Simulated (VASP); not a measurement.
# V (Im-3m) in VASP: a series of runs, part 2 of 2

VASP 6.6.1. Earlier steps stand in the parts before.

**4. Single point, PBE**

This run uses another cell than the first one, of 13.52 Å³/atom.

File INCAR:

```
SYSTEM = V
  PREC = Accurate
  ENCUT = 520
  EDIFF = 1E-6
  ISMEAR = -1
  SIGMA = 0.15
  LREAL = .False.
  LASPH = .True.
  NELM = 80
  ALGO = Fast
  ISIF = 2
  LWAVE = .False.
  LCHARG = .False.
  GGA = PE
  NBANDS = 12
```

File KPOINTS:

```
regular mesh
0
Gamma
  20 20 20
  0 0 0
```

File POSCAR:

```
V
1.0
   -1.5006285507      1.5006285507      1.5006285507
    1.5006285507     -1.5006285507      1.5006285507
    1.5006285507      1.5006285507     -1.5006285507
V
1
Direct
    0.0000000000      0.0000000000      0.0000000000
```

Potentials or basis: VASP PAW PBE potentials, release 64 (V_sv).

The run is started by

```console
> cat potpaw_PBE.64/V_sv/POTCAR > POTCAR
> mpirun -np 1 vasp_std > vasp.out
```

OUTCAR:

```text
SYSTEM = V
   PREC = Accurate
   ENCUT = 520
   EDIFF = 1E-6
   ISMEAR = -1
   LREAL = .False.
   LASPH = .True.
   NELM = 80
   ISIF = 2
   GGA = PE

 ion  position               nearest neighbor table
   1  0.000  0.000  0.000-

  LATTYP: Found a body centered cubic cell.
 ALAT       =     3.0012571014

  Lattice vectors:

 A1 = (  -1.5006285507,   1.5006285507,   1.5006285507)
 A2 = (   1.5006285507,  -1.5006285507,   1.5006285507)
 A3 = (   1.5006285507,   1.5006285507,  -1.5006285507)

Analysis of symmetry for initial positions (statically):
=====================================================================
 Subroutine PRICEL returns:
 Original cell was already a primitive cell.

 Routine SETGRP: Setting up the symmetry group for a
 body centered cubic supercell.

 Subroutine GETGRP returns: Found 48 space group operations
 (whereof 48 operations were pure point group operations)
 out of a pool of 48 trial point group operations.

The static configuration has the point symmetry O_h .

Analysis of symmetry for dynamics (positions and initial velocities):
=====================================================================
 Subroutine PRICEL returns:
 Original cell was already a primitive cell.

 Routine SETGRP: Setting up the symmetry group for a
 body centered cubic supercell.

 Subroutine GETGRP returns: Found 48 space group operations
 (whereof 48 operations were pure point group operations)
 out of a pool of 48 trial point group operations.

The dynamic configuration has the point symmetry O_h .

 Subroutine INISYM returns: Found 48 space group operations
 (whereof 48 operations are pure point group operations),
 and found     1 'primitive' translations

----------------------------------------------------------------------------------------

[... 114 lines left out ...]
   LORBIT       =      0    0 simple, 1 ext, 2 COOP (PROOUT), +10 PAW based schemes
   GGA     = PE    functional components
   LHFCALC =     F    Hartree Fock is set to
   AEXX    =    0.0000 exact exchange contribution
   IVDW    =     0    specifies the selected vdW correction
   LEPSILON=     F    determine dielectric tensor
   LRPA    =     F    only Hartree local field effects (RPA)
 non-spin polarized calculation
 RMM-DIIS sequential band-by-band and
  energy-cutoff  :      520.00
  volume of cell :       13.52
 maximum number of plane-waves:       375
   NGX =  9   NGY =  9   NGZ =  9

 number of electron      12.9999990 magnetization

 Free energy of the ion-electron system (eV)
  ---------------------------------------------------
  ext. energy  EPLUGINS =         0.00000000
  ---------------------------------------------------
  free energy    TOTEN  =        -9.05556525 eV

  energy without entropy =       -8.93507784  energy(sigma->0) =       -8.99532155

 E-fermi :   9.7076     XC(G=0): -12.8845

 val. band max:        9.7034722437   @ k =  -0.4000   0.4000   0.1000
 cond. band min:       9.7297751243   @ k =   0.1500   0.0000   0.0000
 fundamental gap:      0.0263028806
 Fermi energy:         9.7076457855

 k-point     1 :       0.0000    0.0000    0.0000
  band No.  band energies     occupation
      1     -54.0480      2.00000
      2     -27.3548      2.00000
      3     -27.3548      2.00000
      4     -27.3548      2.00000
      5       3.0849      2.00000
      6      10.0829      0.15145
      7      10.0829      0.15144
      8      10.0829      0.15144
      9      12.0849      0.00000
     10      12.0849      0.00000
     11      30.1220      0.00000
     12      30.1220      0.00000
[... 331 lines left out ...]
 k-point    24 :       0.2500    0.1000    0.0000
  band No.  band energies     occupation
      1     -53.9131      2.00000
      2     -27.9546      2.00000
      3     -27.5477      2.00000
      4     -27.3889      2.00000
      5       6.0911      2.00000
      6       9.0247      1.97914
      7       9.3943      1.77963
      8      11.7104      0.00000
      9      12.3694      0.00000
     10      12.6275      0.00000
     11      24.2271      0.00000
     12      26.7199      0.00000

 [... further k-points ...]

------------------------ aborting loop because EDIFF is reached ----------------------------------------

  FORCE on cell =-STRESS in cart. coord.  units (eV):
  Direction    XX          YY          ZZ          XY          YZ          ZX
  --------------------------------------------------------------------------------------
  -------------------------------------------------------------------------------------
  Total        0.0284765      0.0284765      0.0284765     -0.0000000      0.0000000     -0.0000000
  in kB        3.3753436      3.3753436      3.3753436     -0.0000000      0.0000000     -0.0000000
  external PRESSURE =       3.3753436 kB  Pullay stress =       0.0000000 kB

 VOLUME and BASIS-vectors are now :
 -----------------------------------------------------------------------------
  energy-cutoff  :      520.00
  volume of cell :       13.52
      direct lattice vectors                 reciprocal lattice vectors
    -1.500628551  1.500628551  1.500628551     0.000000000  0.333193714  0.333193714
     1.500628551 -1.500628551  1.500628551     0.333193714  0.000000000  0.333193714
     1.500628551  1.500628551 -1.500628551     0.333193714  0.333193714  0.000000000

 POSITION                                       TOTAL-FORCE (eV/Angst)
 -----------------------------------------------------------------------------------
      0.00000      0.00000      0.00000        -0.000000     -0.000000     -0.000000
 -----------------------------------------------------------------------------------
    total drift:                                0.000000     -0.000000      0.000000

  FREE ENERGIE OF THE ION-ELECTRON SYSTEM (eV)
  ---------------------------------------------------
  free  energy   TOTEN  =        -9.0555652461 eV

  energy  without entropy=       -8.9350778448  energy(sigma->0) =       -8.99532155
```

OSZICAR:

```text
N       E                     dE             d eps       ncg     rms          rms(c)
DAV:   1     0.898641185213E+02    0.89864E+02   -0.70885E+03  6168   0.119E+03
DAV:   2    -0.911004087289E+01   -0.98974E+02   -0.95987E+02  6264   0.329E+02
DAV:   3    -0.104336224589E+02   -0.13236E+01   -0.13197E+01  6804   0.443E+01
DAV:   4    -0.104402497238E+02   -0.66273E-02   -0.66272E-02  6620   0.333E+00
DAV:   5    -0.104403292485E+02   -0.79525E-04   -0.79523E-04  6728   0.345E-01    0.182E+01
RMM:   6    -0.907566967015E+01    0.13647E+01   -0.31248E+00  6344   0.209E+01    0.163E+00
RMM:   7    -0.906335861376E+01    0.12311E-01   -0.70784E-02  6585   0.293E+00    0.936E-01
RMM:   8    -0.905550282259E+01    0.78558E-02   -0.69309E-03  6822   0.119E+00    0.535E-02
RMM:   9    -0.905556344552E+01   -0.60623E-04   -0.76870E-04  6853   0.366E-01    0.367E-02
RMM:  10    -0.905557034693E+01   -0.69014E-05   -0.15624E-04  6774   0.199E-01    0.381E-02
RMM:  11    -0.905556381002E+01    0.65369E-05   -0.56685E-05  6854   0.104E-01    0.333E-03
RMM:  12    -0.905556512311E+01   -0.13131E-05   -0.78132E-06  5984   0.435E-02    0.311E-03
RMM:  13    -0.905556524606E+01   -0.12295E-06   -0.94990E-07  3800   0.143E-02
   1 F= -.90555652E+01 E0= -.89953215E+01  d E =-.120487E+00
```

stdout:

```text
POSCAR found type information on POSCAR V
 POSCAR found :  1 types and       1 ions
 scaLAPACK will be used
 LDA part: xc-table for (Slater+PW92), standard interpolation
 POSCAR, INCAR and KPOINTS ok, starting setup
 FFT: planning ... GRIDC
 FFT: planning ... GRID_SOFT
 FFT: planning ... GRID
 WAVECAR not read
 entering main loop
```

It took 29 s on 1 thread of Intel Xeon Platinum 8259CL at 2.50GHz (Skylake/Cascade Lake), shared host; peak memory 0.15 GiB.

Results:

```yaml
Free_energy: -9.0556 eV
Pressure: 0.3 GPa
Band_gap_on_the_k_mesh: zero (an odd number of electrons rules out a gap without spin polarisation)
```

**5. The runs side by side**

```tsv
cell	k mesh	smearing	gap on the mesh (eV)	pressure (GPa)
a = 2.620 Å, angles 109.5°, 1 atom	8 × 8 × 8	gaussian 0.1 eV	none	-5.8
a = 2.596 Å, angles 109.5°, 1 atom	20 × 20 × 20	gaussian 0.1 eV	none	0.2
a = 2.599 Å, angles 109.5°, 1 atom	20 × 20 × 20	fermi-dirac 0.15 eV	none	0.3
```

Alike in all rows: task single point; level PBE; potentials or basis VASP PAW PBE potentials, release 64 (V_sv); no spin polarisation; cutoff (eV) 520.

Caveats: some runs use coarse meshes.

Total energies depend on the potentials used, so only differences within one code and one set of settings carry meaning.
